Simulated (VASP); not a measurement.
# SiC (ref): single point with r2SCAN

The system is SiC (ref).

```xyz
4
Lattice="3.0755 0.0000 0.0000 -1.5377 2.6634 0.0000 0.0000 0.0000 5.0485" Properties=species:S:1:pos:R:3 pbc="T T T"
Si    0.0000    1.7756   -0.2372
Si    1.5377    0.8878    2.2871
C     0.0000    1.7756    2.1304
C     1.5377    0.8878    4.6546
```

* Program: VASP 6.6.1
* Task: single point
* Functional: r2SCAN
* Potentials or basis: VASP PAW PBE potentials, release 64 (Si, C)
* Cutoff: 520 eV
* k mesh: 12 × 12 × 6
* Occupations: gaussian, width 0.01 eV
* Spin: no spin polarisation

```json
{"Pressure": "9.3 GPa", "Largest force": "1.609 eV/Å", "Band gap on the k mesh": "1.15 eV, indirect (least direct gap 3.31 eV)"}
```

Forces on the atoms (eV/Å):
```
Si   0.000  0.000  1.609
Si   0.000  0.000  1.609
C    0.000  0.000 -1.609
C    0.000  0.000 -1.609
```

Stress tensor (GPa, compression positive):
```
13.60  0.00  0.00
 0.00 13.60  0.00
 0.00  0.00  0.67
```

Levels at points of the mesh, in eV from the valence-band top:
| k point | band 5 | band 6 | band 7 | band 8 | band 9 | band 10 | band 11 | band 12 |
| --- | --- | --- | --- | --- | --- | --- | --- | --- |
| (0.00, 0.00, 0.00) | -3.99 | -2.86 | -2.86 | 0.00 | 3.43 | 4.47 | 5.29 | 5.29 |
| (0.50, 0.00, 0.00) | -6.29 | -5.90 | -4.13 | -3.78 | 1.15 | 3.73 | 4.71 | 7.60 |
| (0.00, 0.00, 0.50) | -3.46 | -3.46 | -3.46 | -3.46 | 4.62 | 4.62 | 5.85 | 5.85 |
| (0.50, 0.00, 0.50) | -5.13 | -5.13 | -2.97 | -2.97 | 1.95 | 1.95 | 2.86 | 2.86 |

Run time: 62 s on 1 thread of Intel(R) Xeon(R) 6975P-C (Granite Rapids) (shared host), peak memory 0.18 GiB.

Caveat: the PAW data sets were made with another functional, which shifts forces and pressure a little. A k mesh can miss the band edges.
